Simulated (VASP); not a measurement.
# ScWSe2O2: single point with PBE

Crystal: ScWSe2O2.

```
Sc W Se O
1.0
     0.00000    3.81294    4.28584
     3.66692    0.00000    4.28584
     3.66692    3.81294    0.00000
Sc W Se O
1 1 2 2
Direct
  0.06234 0.06234 0.93766
  0.44767 0.44767 0.55233
  0.03167 0.53892 0.46108
  0.53892 0.03167 0.96833
  0.76256 0.31843 0.23744
  0.31843 0.76256 0.68157
```

- Program: VASP 6.6.1
- Task: single point
- Functional: PBE
- Potentials or basis: VASP PAW PBE potentials, release 64 (Sc_sv, W_sv, Se, O)
- Cutoff: 520 eV
- k mesh: 8 × 8 × 8
- Occupations: gaussian, width 0.1 eV
- Spin: no spin polarisation
- Dipole correction: no
- Further INCAR settings: ALGO = Normal; EDIFF = 1e-06; NBANDS = 34

```json
{
 "Pressure": "0.7 GPa",
 "Largest force": "0.278 eV/Å",
 "Band gap on the k mesh": "zero (an odd number of electrons rules out a gap without spin polarisation)"
}
```

Forces in eV/Å, atoms in the order of the input:
```
Sc   0.000  0.000  0.004
W    0.000  0.000 -0.240
Se   0.000 -0.032 -0.012
Se   0.000  0.032 -0.012
O   -0.246  0.000  0.129
O    0.246  0.000  0.129
```

Stress tensor (GPa, compression positive):
```
1.63 0.00 0.00
0.00 0.13 0.00
0.00 0.00 0.40
```

Levels at points of the mesh, in eV from the Fermi level:
```csv
k point,band 21,band 22,band 23,band 24,band 25,band 26,band 27,band 28,band 29,band 30
"(0.00, 0.00, 0.00)",-2.96,-2.95,-2.86,-1.11,-0.63,1.04,1.35,1.50,2.26,2.38
"(0.50, 0.00, 0.00)",-3.18,-2.81,-2.06,-1.63,0.12,0.75,1.58,1.92,2.15,2.35
"(0.50, 0.50, 0.00)",-3.03,-2.68,-1.90,-1.05,-0.01,0.72,1.92,2.13,2.34,3.00
"(0.50, 0.00, 0.50)",-3.05,-2.75,-1.98,-1.32,0.40,2.06,2.13,2.40,2.71,2.93
"(0.00, 0.50, 0.50)",-3.18,-3.00,-1.98,-0.81,-0.24,1.03,1.23,1.84,2.04,2.15
```

Run time: 3.9 min on 1 thread of Intel(R) Xeon(R) 6975P-C (Granite Rapids), on a shared host, peak memory 0.56 GiB.

Caveat: spin-orbit coupling is left out, which moves the levels of the heavy elements; an odd number of electrons without spin polarisation forces a metal; a magnetic or distorted state may lie lower.
